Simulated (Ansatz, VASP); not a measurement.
# One calculation of HfN, two programs

Contents of INCAR:

```
ALGO = Normal
EDIFF = 1E-6
ENCUT = 600
GGA = PE
GGA_COMPAT = False
ISIF = 2
ISMEAR = -1
LASPH = True
LCHARG = False
LREAL = False
LWAVE = False
NBANDS = 14
NELM = 120
PREC = Accurate
SIGMA = 0.02
```

Contents of KPOINTS:

```
k-points
0
Gamma
  5 5 5
```

POSCAR

```
HfN
1.0
    0.0000000000      2.2560000000      2.2560000000
    2.2560000000      0.0000000000      2.2560000000
    2.2560000000      2.2560000000      0.0000000000
Hf N
1 1
Direct
    0.0000000000      0.0000000000      0.0000000000
    0.5000000000      0.5000000000      0.5000000000
```

input.yaml

```yaml
crystal:
  lattice:
    - [0.0, 2.256, 2.256]
    - [2.256, 0.0, 2.256]
    - [2.256, 2.256, 0.0]
  atoms:
    - { symbol: Hf, position: [0.0, 0.0, 0.0] }
    - { symbol: "N", position: [0.5, 0.5, 0.5] }
kpoints:
  mp_grid: { grid: [5, 5, 5] }
scf:
  occupations: { method: fermi_dirac, width: 0.02 }
hamiltonian:
  xc: pbe
  pseudopotentials: { kind: all_electron, lapw: { basis_error: 0.004 } }
output:
  forces: true
  stress: true
  eigenvalues: true
```

Alike in both runs: task single point; functional PBE; k mesh 5 × 5 × 5; occupations fermi-dirac, width 0.02 eV; no spin polarisation.

|  | VASP | Ansatz |
| --- | --- | --- |
| version | VASP 6.6.1 | Ansatz 0.2.0 |
| potentials or method | VASP PAW PBE potentials, release 64 (Hf_pv, N), cutoff 600 eV | all-electron LAPW, scalar-relativistic |

VASP gave:

* gap on the k mesh at the Fermi level (eV): none
* pressure (GPa): 3.9

Question: Which values does Ansatz return?

Answer: gap on the k mesh at the Fermi level (eV): none; pressure (GPa): 6.5.

A gap of «none» marks a metal or a gap that the smearing closes. Ansatz ran all-electron here, and VASP with PAW potentials.

The k mesh is coarse, so the values compare programs but aren't converged. Spin-orbit coupling is off throughout. Noted on Ansatz's run: the k mesh is thin for a metal, which can move the energy by tens of meV per atom.
